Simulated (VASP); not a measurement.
Set up this calculation in VASP 6.6.1, as the native input.

```yaml
Task: single point
Functional: PBE
Potentials_or_basis: VASP PAW PBE potentials, release 64 (Sn_d, Se)
Cutoff: 500 eV
k_mesh: 6 × 6 × 6
Occupations: gaussian, width 0.1 eV
Spin: no spin polarisation
Dipole_correction: no
Further_INCAR_settings: ALGO = Normal; EDIFF = 1e-06; NBANDS = 17
```

The structure of SnSe lies in POSCAR:

```
SnSe
1.0
    0.0000000000      3.3533996069      3.3533996069
    3.3533996069      0.0000000000      3.3533996069
    3.3533996069      3.3533996069      0.0000000000
Sn Se
1 1
Direct
    0.0000000000      0.0000000000      0.0000000000
    0.7500000000      0.7500000000      0.7500000000
```

This cell differs from its parent crystal: Te replaced by Se, lengths x 0.961, strained.

The input as run:

INCAR

```
SYSTEM = SnSe
  PREC = Accurate
  ENCUT = 500
  EDIFF = 1E-6
  ISMEAR = 0
  SIGMA = 0.1
  LREAL = .False.
  LASPH = .True.
  NELM = 120
  ALGO = Normal
  ISIF = 2
  LWAVE = .False.
  LCHARG = .True.
  GGA = PE
  LELF = .True.
  LVHAR = .True.
  NBANDS = 17
  GGA_COMPAT = .False.
```

KPOINTS

```
Automatic mesh
0
Gamma
  6 6 6
  0 0 0
```

Potentials or basis: VASP PAW PBE potentials, release 64 (Sn_d, Se).

Run with:

```bash
$ cat potpaw_PBE.64/Sn_d/POTCAR potpaw_PBE.64/Se/POTCAR > POTCAR
$ mpirun -np 1 vasp_std > vasp.out
```

Results of the run:

```
Pressure               : 1.0 GPa
Band gap on the k mesh : 0.12 eV (least direct gap 0.63 eV)
```

Caveat: the cell differs from its parent crystal (Te replaced by Se, lengths x 0.961, strained); spin-orbit coupling is left out, which moves the levels of the heavy elements.

Wall time 45 s on 1 thread of Intel Xeon 8259CL, with other jobs on the host, peak memory 0.2 GiB.
